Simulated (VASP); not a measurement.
# Si3H2C2 in VASP: further runs, part 2 of 2

VASP 6.6.1. Earlier steps stand in the parts before.

## (4) Single point, LDA

Contents of INCAR:

```
SYSTEM = Si3H2C2
PREC = Accurate
ENCUT = 520
EDIFF = 1E-7
ISMEAR = 0
SIGMA = 0.05
LREAL = Auto
LASPH = .TRUE.
NELM = 100
ALGO = Normal
ISIF = 2
LWAVE = .FALSE.
LCHARG = .FALSE.
LDIPOL = .TRUE.
IDIPOL = 3
DIPOL = 0.5 0.5 0.341
GGA = CA
NBANDS = 64
```

Contents of KPOINTS:

```
regular mesh
0
G
  4 4 1
  0 0 0
```

Contents of POSCAR:

```
Si3H2C2
1.0
    6.1223116280      0.0000000000      0.0000000000
    0.0000000000      6.1223116280      0.0000000000
    0.0000000000      0.0000000000     18.0336064671
Si C H
12 8 8
Direct
    0.2500000000      0.2500000000      0.2691906584
    0.2500000000      0.7500000000      0.2691906584
    0.7500000000      0.2500000000      0.2691906584
    0.7500000000      0.7500000000      0.2691906584
    0.4955764935      0.5011939260      0.3963907278
    0.4955764935     -0.0011939260      0.3963907278
    0.0044240952      0.5011939030      0.3963907929
    0.0044240952     -0.0011939030      0.3963907929
    0.7500001975      0.7500000000      0.5125455677
    0.7500003806      0.2500000000      0.5130677000
    0.2499996138      0.7500000000      0.5453273249
    0.2499999624      0.2500000000      0.5342369198
    0.7500000000      0.5000000000      0.3292053881
    0.7500000000      0.0000000000      0.3292053881
    0.2500000000      0.5000000000      0.3292053881
    0.2500000000      0.0000000000      0.3292053881
    0.0084872935      0.7500000000      0.4565927076
    0.0075167880      0.2500000000      0.4552540471
    0.4915133071      0.7500000000      0.4565928392
    0.4924840601      0.2500000000      0.4552542765
    0.1018236707      0.2500000000      0.2043633518
    0.3981348503      0.2500000000      0.2043580857
    0.3981348503      0.7500000000      0.2043580857
    0.1018236707      0.7500000000      0.2043633518
    0.6018651497      0.2500000000      0.2043580857
    0.8981763293      0.2500000000      0.2043633518
    0.8981763293      0.7500000000      0.2043633518
    0.6018651497      0.7500000000      0.2043580857
```

On the command line:

```
cat potpaw_LDA.64/Si/POTCAR potpaw_LDA.64/C/POTCAR potpaw_LDA.64/H/POTCAR > POTCAR
mpirun -np 1 vasp_std > vasp.out
```

It took 9.5 min on 1 thread of Intel Xeon 6975P-C (Granite Rapids), shared host; peak memory 0.64 GiB.

It converged, with:

```yaml
Free_energy: -168.5248 eV
Largest_force: 2.989 eV/Å
Band_gap_on_the_k_mesh: zero (bands 44 and 45 overlap by 1.73 eV)
```

Forces on the atoms (eV/Å):
```
Si   0.001  0.000  1.530
Si   0.001  0.000  1.483
Si  -0.001  0.000  1.471
Si  -0.001  0.000  1.402
Si  -0.003  0.000 -0.002
Si  -0.003  0.000 -0.002
Si   0.003  0.000 -0.002
Si   0.003  0.000 -0.002
Si   0.000  0.000  0.022
Si   0.000  0.000  0.026
Si   0.000  0.000 -2.989
Si   0.000  0.000 -2.133
C    0.000  0.053  0.020
C    0.000 -0.053  0.020
C    0.000  0.023 -0.521
C    0.000 -0.023 -0.521
C    0.014  0.000  0.017
C    0.002  0.000  0.015
C   -0.014  0.000  0.017
C   -0.002  0.000  0.015
H    0.012  0.000  0.015
H   -0.010  0.000  0.014
H   -0.014  0.000  0.025
H    0.016  0.000  0.026
H    0.017  0.000  0.011
H   -0.018  0.000  0.012
H   -0.030  0.000  0.016
H    0.028  0.000  0.015
```

Levels at points of the mesh, in eV from the Fermi level:
```csv
k point,band 42,band 43,band 44,band 45,band 46,band 47
"(0.00, 0.00, 0.00)",-0.96,-0.78,0.01,0.13,1.02,1.13
"(0.50, 0.00, 0.00)",-1.14,-0.90,-0.77,-0.64,0.24,1.55
"(0.00, 0.50, 0.00)",-1.00,1.09,1.10,1.12,1.14,1.41
"(0.50, 0.50, 0.00)",-1.55,-0.84,-0.78,1.64,1.83,1.83
```

## (5) Single point, LDA

Contents of INCAR:

```
ALGO     = Normal         # electronic algorithm
DIPOL    = 0.5 0.5 0.332
EDIFF    = 1E-7           # SCF threshold, eV
ENCUT    = 520            # plane-wave cutoff, eV
IDIPOL   = 3            
ISIF     = 2              # what is computed and relaxed
ISMEAR   = 0              # smearing method
LASPH    = True           # aspherical terms in the spheres
LCHARG   = True           # write CHGCAR
LDIPOL   = True         
LELF     = True           # ELF
LREAL    = Auto         
LVACPOTAV= True         
LVHAR    = True         
LWAVE    = False          # write WAVECAR
NBANDS   = 64             # bands
NELM     = 60             # most SCF steps
PREC     = Accurate       # precision mode
SIGMA    = 0.05           # smearing width, eV
```

Contents of KPOINTS:

```
k-points
0
Gamma
  4 4 1
```

Contents of POSCAR:

```
Si3H2C2
1.0
    6.1223116280      0.0000000000      0.0000000000
    0.0000000000      6.1223116280      0.0000000000
    0.0000000000      0.0000000000     18.0336064671
Si C H
12 8 8
Direct
    0.2500000000      0.2500000000      0.2691906584
    0.2500000000      0.7500000000      0.2691906584
    0.7500000000      0.2500000000      0.2691906584
    0.7500000000      0.7500000000      0.2691906584
    0.5062685943      0.4999973184      0.3848570652
    0.5062685943      0.0000026816      0.3848570652
   -0.0062688198      0.4999972862      0.3848573398
   -0.0062688198      0.0000027138      0.3848573398
    0.7500004327      0.7500000000      0.5105485802
    0.7500004072      0.2500000000      0.5105477374
    0.2500006838      0.7500000000      0.4776758541
    0.2500007593      0.2500000000      0.4776758541
    0.7500000000      0.5000000000      0.3292053881
    0.7500000000      0.0000000000      0.3292053881
    0.2500000000      0.5000000000      0.3292053881
    0.2500000000      0.0000000000      0.3292053881
   -0.0186927457      0.7500000000      0.4380372779
   -0.0187078527      0.2500000000      0.4380380011
    0.5186936563      0.7500000000      0.4380371642
    0.5187088191      0.2500000000      0.4380379428
    0.1018236707      0.2500000000      0.2043633518
    0.3981348503      0.2500000000      0.2043580857
    0.3981348503      0.7500000000      0.2043580857
    0.1018236707      0.7500000000      0.2043633518
    0.6018651497      0.2500000000      0.2043580857
    0.8981763293      0.2500000000      0.2043633518
    0.8981763293      0.7500000000      0.2043633518
    0.6018651497      0.7500000000      0.2043580857
```

On the command line:

```
cat potpaw_LDA.64/Si/POTCAR potpaw_LDA.64/C/POTCAR potpaw_LDA.64/H/POTCAR > POTCAR
mpirun -np 1 vasp_std > vasp.out
```

It took 9.2 min on 1 thread of Intel Xeon 6975P-C (Granite Rapids), shared host; peak memory 0.64 GiB.

It converged, with:

```yaml
Free_energy: -167.5224 eV
Largest_force: 3.905 eV/Å
Band_gap_on_the_k_mesh: zero (bands 44 and 45 overlap by 1.08 eV)
```

Forces on the atoms (eV/Å):
```
Si   0.001  0.000  0.891
Si   0.001  0.000  0.892
Si  -0.001  0.000  0.974
Si  -0.001  0.000  0.974
Si   0.016  0.000 -0.008
Si   0.016  0.000 -0.008
Si  -0.016  0.000 -0.008
Si  -0.016  0.000 -0.008
Si   0.000  0.000  0.012
Si   0.000  0.000  0.012
Si   0.000  0.000  3.905
Si   0.000  0.000  3.904
C    0.000  0.000 -3.771
C    0.000  0.000 -3.771
C    0.000  0.000 -1.862
C    0.000  0.000 -1.862
C   -0.003  0.000  0.011
C    0.000  0.000  0.011
C    0.003  0.000  0.011
C    0.000  0.000  0.011
H   -0.046  0.000 -0.008
H    0.048  0.000 -0.008
H    0.048  0.000 -0.008
H   -0.046  0.000 -0.008
H   -0.005  0.000 -0.070
H    0.003  0.000 -0.070
H    0.003  0.000 -0.070
H   -0.005  0.000 -0.070
```

Levels at points of the mesh, in eV from the Fermi level:
```
           k point  band 42  band 43  band 44  band 45  band 46  band 47
(0.00, 0.00, 0.00)    -0.55    -0.51    -0.13     0.76     0.80     0.83
(0.50, 0.00, 0.00)    -1.23    -0.96    -0.47    -0.39     0.52     1.42
(0.00, 0.50, 0.00)    -0.56     0.68     0.68     0.87     0.87     0.91
(0.50, 0.50, 0.00)    -1.60    -0.41    -0.41     1.37     1.37     1.42
```

## (6) Overview

```csv
cell,gap on the mesh (eV),largest force (eV/Å)
"as given, atomic positions A",none,3.97
"as given, atomic positions B",none,3.95
"as given, atomic positions C",none,2.99
"as given, atomic positions D",none,3.90
```

Alike in all rows: task single point; level LDA; potentials or basis VASP PAW LDA potentials, release 64 (Si, C, H); no spin polarisation; k mesh 4 × 4 × 1; cutoff (eV) 520; smearing gaussian 0.05 eV.

Total energies depend on the potentials used, so only differences within one code and one set of settings carry meaning.
